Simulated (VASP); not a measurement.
Input of a VASP 6.6.1 run:

The input INCAR:

```
ALGO = Normal
EDIFF = 1E-7
ENCUT = 520
GGA = PS
ISIF = 2
ISMEAR = 0
LASPH = T
LCHARG = T
LELF = T
LREAL = F
LVHAR = T
LWAVE = F
NBANDS = 16
NELM = 80
PREC = Accurate
SIGMA = 0.02
```

Contents of KPOINTS:

```
k-points
0
Gamma
  12 12 4
```

The input POSCAR:

```
BN
1.0
    2.5043313854      0.0000000000      0.0000000000
   -1.2521656927      2.1688145992      0.0000000000
    0.0000000000      0.0000000000      7.0727237489
B N
2 2
Direct
    0.3333333333      0.6666666667      0.2500000000
    0.6666666667      0.3333333333      0.7500000000
    0.3333333333      0.6666666667      0.7500000000
    0.6666666667      0.3333333333      0.2500000000
```

Potentials or basis: VASP PAW PBE potentials, release 64 (B, N).

Command:

```bash
$ cat potpaw_PBE.64/B/POTCAR potpaw_PBE.64/N/POTCAR > POTCAR
$ mpirun -np 1 vasp_std > vasp.out
```

(1) Predict the pressure.

(2) Estimate the band gap on the k mesh.

Results:

(1) 0.3 GPa.

(2) 4.27 eV, indirect (least direct gap 4.60 eV).

Caveat: the PAW data sets were made with another functional, which shifts forces and pressure a little; this functional lacks dispersion, which binds the layers, so the pressure and a relaxed spacing across them are unreliable.
